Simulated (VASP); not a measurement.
# AlN (F-43m) in VASP: a series of runs, part 2 of 2

VASP 6.6.1. Earlier steps stand in the parts before.

## 3. Single point, PBE-based screened hybrid

Contents of POSCAR:

```
AlN
1.0
    0.0000000000      2.1839935596      2.1839935596
    2.1839935596      0.0000000000      2.1839935596
    2.1839935596      2.1839935596      0.0000000000
Al N
1 1
Direct
    0.0000000000      0.0000000000      0.0000000000
    0.2500000000      0.2500000000      0.2500000000
```

Contents of INCAR.step1:

```
  ALGO = Normal
  EDIFF = 1E-5
  ENCUT = 520
  GGA = PE
  ISIF = 2
  ISMEAR = -1
  LASPH = True
  LCHARG = False
  LREAL = False
  LWAVE = True
  NBANDS = 11
  NELM = 100
  PREC = Accurate
  SIGMA = 0.05
```

Contents of INCAR.step2:

```
  AEXX = 0.25
  ALGO = Normal
  EDIFF = 1E-6
  ENCUT = 520
  GGA = PE
  HFSCREEN = 0.2078699
  ISIF = 2
  ISMEAR = -1
  ISTART = 1
  LASPH = True
  LCHARG = False
  LHFCALC = True
  LREAL = False
  LWAVE = False
  NBANDS = 11
  NELM = 100
  PREC = Accurate
  PRECFOCK = Normal
  SIGMA = 0.05
```

Contents of KPOINTS:

```
k-points
0
Gamma
  6 6 6
```

Potentials or basis: VASP PAW PBE potentials, release 64 (Al, N).

Launch:

```sh
$ cat potpaw_PBE.64/Al/POTCAR potpaw_PBE.64/N/POTCAR > POTCAR
$ cp INCAR.step1 INCAR
$ mpirun -np 1 vasp_std > vasp.out
$ cp INCAR.step2 INCAR
$ mpirun -np 1 vasp_std > vasp.out
```

OUTCAR:

```text
AEXX = 0.25
   EDIFF = 1E-6
   ENCUT = 520
   GGA = PE
   HFSCREEN = 0.2078699
   ISIF = 2
   ISMEAR = -1
   ISTART = 1
   LASPH = True
   LHFCALC = True
   LREAL = False
   NELM = 100
   PREC = Accurate
   PRECFOCK = Normal

 ion  position               nearest neighbor table
   1  0.000  0.000  0.000-   2 1.89   2 1.89   2 1.89   2 1.89
   2  0.250  0.250  0.250-   1 1.89   1 1.89   1 1.89   1 1.89

  LATTYP: Found a face centered cubic cell.
 ALAT       =     4.3679871192

  Lattice vectors:

 A1 = (   0.0000000000,   2.1839935596,   2.1839935596)
 A2 = (   2.1839935596,   0.0000000000,   2.1839935596)
 A3 = (   2.1839935596,   2.1839935596,   0.0000000000)

Analysis of symmetry for initial positions (statically):
=====================================================================
 Subroutine PRICEL returns:
 Original cell was already a primitive cell.

 Routine SETGRP: Setting up the symmetry group for a
 face centered cubic supercell.

 Subroutine GETGRP returns: Found 24 space group operations
 (whereof 24 operations were pure point group operations)
 out of a pool of 48 trial point group operations.

The static configuration has the point symmetry T_d .

Analysis of symmetry for dynamics (positions and initial velocities):
=====================================================================
 Subroutine PRICEL returns:
 Original cell was already a primitive cell.

 Routine SETGRP: Setting up the symmetry group for a
 face centered cubic supercell.

 Subroutine GETGRP returns: Found 24 space group operations
 (whereof 24 operations were pure point group operations)
 out of a pool of 48 trial point group operations.

The dynamic configuration has the point symmetry T_d .

 Subroutine INISYM returns: Found 24 space group operations
 (whereof 24 operations are pure point group operations),
[... 116 lines left out ...]
   NKREDX  =     1    reduce k-point grid by
   NKREDY  =     1    reduce k-point grid by
   NKREDZ  =     1    reduce k-point grid by
   AEXX    =    0.2500 exact exchange contribution
   HFSCREEN=    0.2079 screening length (either q_TF or 0.3 A-1)
   HFSCREENC=   0.2079 screening length for correlation (either q_TF or 0.3 A-1)
   ENCUTFOCK=  -1.0 apply spherical cutoff to Coloumb kernel
   IVDW    =     0    specifies the selected vdW correction
   LEPSILON=     F    determine dielectric tensor
   LRPA    =     F    only Hartree local field effects (RPA)
 non-spin polarized calculation
  energy-cutoff  :      520.00
  volume of cell :       20.83
 maximum number of plane-waves:       568
  NGX = 18; NGY = 18; NGZ = 18

 number of electron       8.0000000 magnetization

 Free energy of the ion-electron system (eV)
  ---------------------------------------------------
  ext. energy  EPLUGINS =         0.00000000
  ---------------------------------------------------
  free energy    TOTEN  =       -17.39504211 eV

  energy without entropy =      -17.39504211  energy(sigma->0) =      -17.39504211

 E-fermi :   6.1188     XC(G=0):  -9.0137

 val. band max:        5.0456989505   @ k =   0.0000   0.0000   0.0000
 cond. band min:       9.5994991064   @ k =   0.5000   0.5000   0.0000
 fundamental gap:      4.5538001559
 Fermi energy:         6.1187742293

 k-point     1 :       0.0000    0.0000    0.0000
  band No.  band energies     occupation
      1     -11.4309      2.00000
      2       5.0457      2.00000
      3       5.0457      2.00000
      4       5.0457      2.00000
      5      10.5974      0.00000
      6      19.2853      0.00000
      7      19.2853      0.00000
      8      19.2853      0.00000
      9      24.6414      0.00000
     10      24.6414      0.00000
     11      26.0349      0.00000
[... 197 lines left out ...]
 k-point    16 :      -0.3333    0.5000    0.1667
  band No.  band energies     occupation
      1      -8.5229      2.00000
      2       0.3537      2.00000
      3       2.0186      2.00000
      4       2.3696      2.00000
      5      11.6329      0.00000
      6      16.9647      0.00000
      7      19.8498      0.00000
      8      20.0833      0.00000
      9      23.7039      0.00000
     10      27.3035      0.00000
     11      31.9358      0.00000

------------------------ aborting loop because EDIFF is reached ----------------------------------------

  FORCE on cell =-STRESS in cart. coord.  units (eV):
  Direction    XX          YY          ZZ          XY          YZ          ZX
  --------------------------------------------------------------------------------------
  -------------------------------------------------------------------------------------
  Total       -0.0717058     -0.0717058     -0.0717058      0.0000000     -0.0000000     -0.0000000
  in kB       -5.5141790     -5.5141790     -5.5141790      0.0000000     -0.0000000     -0.0000000
  external PRESSURE =      -5.5141790 kB  Pullay stress =       0.0000000 kB

 VOLUME and BASIS-vectors are now :
 -----------------------------------------------------------------------------
  energy-cutoff  :      520.00
  volume of cell :       20.83
      direct lattice vectors                 reciprocal lattice vectors
     0.000000000  2.183993560  2.183993560    -0.228938404  0.228938404  0.228938404
     2.183993560  0.000000000  2.183993560     0.228938404 -0.228938404  0.228938404
     2.183993560  2.183993560  0.000000000     0.228938404  0.228938404 -0.228938404

 POSITION                                       TOTAL-FORCE (eV/Angst)
 -----------------------------------------------------------------------------------
      0.00000      0.00000      0.00000         0.000000      0.000000      0.000000
      1.09200      1.09200      1.09200        -0.000000     -0.000000     -0.000000
 -----------------------------------------------------------------------------------
    total drift:                                0.000000     -0.000000     -0.000000

  FREE ENERGIE OF THE ION-ELECTRON SYSTEM (eV)
  ---------------------------------------------------
  free  energy   TOTEN  =       -17.3950421072 eV

  energy  without entropy=      -17.3950421072  energy(sigma->0) =      -17.39504211
```

OUTCAR.step1:

```text
EDIFF = 1E-5
   ENCUT = 520
   GGA = PE
   ISIF = 2
   ISMEAR = -1
[... 433 lines left out ...]
 -----------------------------------------------------------------------------------
      0.00000      0.00000      0.00000        -0.000000     -0.000000     -0.000000
      1.09200      1.09200      1.09200         0.000000      0.000000      0.000000
 -----------------------------------------------------------------------------------
    total drift:                                0.000000      0.000000      0.000000

  FREE ENERGIE OF THE ION-ELECTRON SYSTEM (eV)
  ---------------------------------------------------
  free  energy   TOTEN  =       -14.8386139088 eV

  energy  without entropy=      -14.8386139088  energy(sigma->0) =      -14.83861391
```

OSZICAR.step1:

```text
N       E                     dE             d eps       ncg     rms          rms(c)
DAV:   1     0.122020730450E+02    0.12202E+02   -0.39572E+03   352   0.612E+02
DAV:   2    -0.162515480431E+02   -0.28454E+02   -0.27278E+02   409   0.141E+02
DAV:   3    -0.172154345775E+02   -0.96389E+00   -0.96266E+00   427   0.245E+01
DAV:   4    -0.172206666567E+02   -0.52321E-02   -0.52318E-02   403   0.197E+00
DAV:   5    -0.172207312347E+02   -0.64578E-04   -0.64578E-04   435   0.210E-01    0.863E+00
DAV:   6    -0.148482838789E+02    0.23724E+01   -0.11818E+01   414   0.173E+01    0.283E+00
DAV:   7    -0.148450701231E+02    0.32138E-02   -0.17828E-01   394   0.326E+00    0.206E+00
DAV:   8    -0.148400816979E+02    0.49884E-02   -0.29252E-02   379   0.160E+00    0.591E-01
DAV:   9    -0.148385584508E+02    0.15232E-02   -0.43952E-03   424   0.392E-01    0.235E-01
DAV:  10    -0.148386004467E+02   -0.41996E-04   -0.43177E-04   376   0.134E-01    0.224E-02
DAV:  11    -0.148386140520E+02   -0.13605E-04   -0.12907E-05   400   0.271E-02    0.168E-02
DAV:  12    -0.148386139088E+02    0.14316E-06   -0.38669E-07   206   0.476E-03
   1 F= -.14838614E+02 E0= -.14838614E+02  d E =-.629859E-10
```

It took 4.9 min on 1 thread of Intel Xeon Platinum 8375C at 2.90GHz (Ice Lake), shared host; peak memory 0.24 GiB.

What came out:

| Property | Result |
| --- | --- |
| Free energy | -17.3950 eV |
| Pressure | -0.6 GPa |
| Band gap on the k mesh | 4.55 eV, indirect (least direct gap 5.55 eV) |

Levels at points of the mesh, in eV from the valence-band top:
```
           k point  band 2  band 3  band 4  band 5  band 6  band 7
(0.00, 0.00, 0.00)    0.00    0.00    0.00    5.55   14.24   14.24
(0.50, 0.00, 0.00)   -6.35   -0.53   -0.53    8.87   11.64   12.75
(0.50, 0.50, 0.00)   -5.33   -1.95   -1.95    4.55   10.08   16.10
```

Caveat: the PAW data sets were made with another functional, which shifts forces and pressure a little.

## 4. Single point, PBE-based screened hybrid

POSCAR is that of step 3.

Contents of INCAR.step1:

```
PREC = Accurate
ENCUT = 520
EDIFF = 1E-5
ISMEAR = -1
SIGMA = 0.05
LREAL = False
LASPH = True
NELM = 60
ALGO = Normal
ISIF = 2
LWAVE = True
LCHARG = False
NBANDS = 11
GGA = PE
```

Contents of INCAR.step2:

```
PREC = Accurate
ENCUT = 520
EDIFF = 1E-6
ISMEAR = -1
SIGMA = 0.05
LREAL = False
LASPH = True
NELM = 60
ALGO = Normal
ISIF = 2
LWAVE = False
LCHARG = False
GGA = PE
LHFCALC = True
AEXX = 0.35
HFSCREEN = 0.2078699
PRECFOCK = Normal
NBANDS = 11
ISTART = 1
```

Contents of KPOINTS:

```
regular mesh
0
Gamma
  6 6 6
```

Launch:

```sh
$ cat potpaw_PBE.64/Al/POTCAR potpaw_PBE.64/N/POTCAR > POTCAR
$ cp INCAR.step1 INCAR
$ mpirun -np 1 vasp_std > vasp.out
$ cp INCAR.step2 INCAR
$ mpirun -np 1 vasp_std > vasp.out
```

Run time: 5.5 min. Hardware: 1 thread of Intel Xeon Platinum 8375C at 2.90GHz (Ice Lake), shared host; peak memory 0.24 GiB.

The run converged. Its results:

```
Free energy            : -18.4523 eV
Pressure               : -2.6 GPa
Band gap on the k mesh : 5.07 eV, indirect (least direct gap 6.11 eV)
```

Levels at points of the mesh, in eV from the valence-band top:
```tsv
k point	band 1	band 2	band 3	band 4	band 5	band 6	band 7	band 8	band 9
(0.00, 0.00, 0.00)	-17.07	0.00	0.00	0.00	6.11	14.92	14.92	14.92	20.37
(0.50, 0.00, 0.00)	-14.83	-6.54	-0.56	-0.56	9.48	12.35	13.41	13.41	20.70
(0.50, 0.50, 0.00)	-14.13	-5.51	-2.02	-2.02	5.07	10.67	16.96	18.67	18.67
```

Caveat: the PAW data sets were made with another functional, which shifts forces and pressure a little. A k mesh can miss the band edges.

## 5. Summary

```tsv
share of exact exchange	gap on the mesh (eV)	pressure (GPa)
0.15	4.05	1.5
0.25	4.55	-0.6
0.35	5.07	-2.6
```

Alike in all rows: task single point; level PBE-based screened hybrid; potentials or basis VASP PAW PBE potentials, release 64 (Al, N); no spin polarisation; cell as given; k mesh 6 × 6 × 6; cutoff (eV) 520; smearing fermi-dirac 0.05 eV.

On the cell as given the gap runs from 4.05 eV (PBE-based screened hybrid) to 5.07 eV (PBE-based screened hybrid).

Caveats: the PAW data sets were made with another functional, which shifts forces and pressure a little.

Total energies depend on the potentials used, so only differences within one code and one set of settings carry meaning.
